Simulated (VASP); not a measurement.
Here is a VASP 6.6.1 calculation.

Contents of INCAR:

```
SYSTEM = Ti
PREC = Accurate ; ENCUT = 520
EDIFF = 1E-6 ; ISMEAR = 0
SIGMA = 0.1 ; LREAL = .False.
LASPH = .True. ; NELM = 80
ALGO = Normal ; ISIF = 2
LWAVE = .False. ; LCHARG = .False.
GGA = PE ; NBANDS = 19
```

KPOINTS

```
Automatic mesh
0
Gamma
  18 18 10
  0 0 0
```

POSCAR

```
Ti
1.0
    2.9385821061      0.0000000000      0.0000000000
   -1.4692910531      2.5448867550      0.0000000000
    0.0000000000      0.0000000000      4.6504271813
Ti
2
Direct
    0.3333333333      0.6666666667      0.2500000000
    0.6666666667      0.3333333333      0.7500000000
```

Potentials or basis: VASP PAW PBE potentials, release 64 (Ti_sv).

Run with:

```sh
$ cat potpaw_PBE.64/Ti_sv/POTCAR > POTCAR
$ mpirun -np 1 vasp_std > vasp.out
```

Predict the band gap on the k mesh.

zero (bands 12 and 13 overlap by 1.10 eV).

What does it give for the pressure?

-0.2 GPa.
